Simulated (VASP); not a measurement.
La, 2 atoms in the cell. Symmetry: C2/c, No. 15, monoclinic system. Conventional cell: a = 3.925 Å, b = 6.799 Å, c = 6.314 Å, α = 90.00°, β = 90.13°, γ = 90.00°. La (site symmetry 2) has 12 La at 3.88 to 3.93 Å within 5.1 Å. 

| Property | Result |
| --- | --- |
| Program | VASP 6.6.1 |
| Task | single point |
| Functional | BLYP |
| Potentials or basis | VASP PAW PBE potentials, release 64 (La) |
| Cutoff | 500 eV |
| k mesh | 11 × 11 × 6 |
| Occupations | fermi-dirac, width 0.1 eV |
| Spin | no spin polarisation |
| Dipole correction | no |
| Further INCAR settings | ALGO = Normal; EDIFF = 1e-06; NBANDS = 18 |

Potentials or basis: VASP PAW PBE potentials, release 64 (La).

The run is started by

```bash
$ cat potpaw_PBE.64/La/POTCAR > POTCAR
$ mpirun -np 1 vasp_std > vasp.out
```

Hardware: 1 thread of Intel Xeon 8259CL, with other jobs on the host.

Estimate the wall time of this run.

Run time: 6.6 min on 1 thread of Intel Xeon 8259CL (shared host), peak memory 0.42 GiB. Counts: scf iterations 15, k points 204.
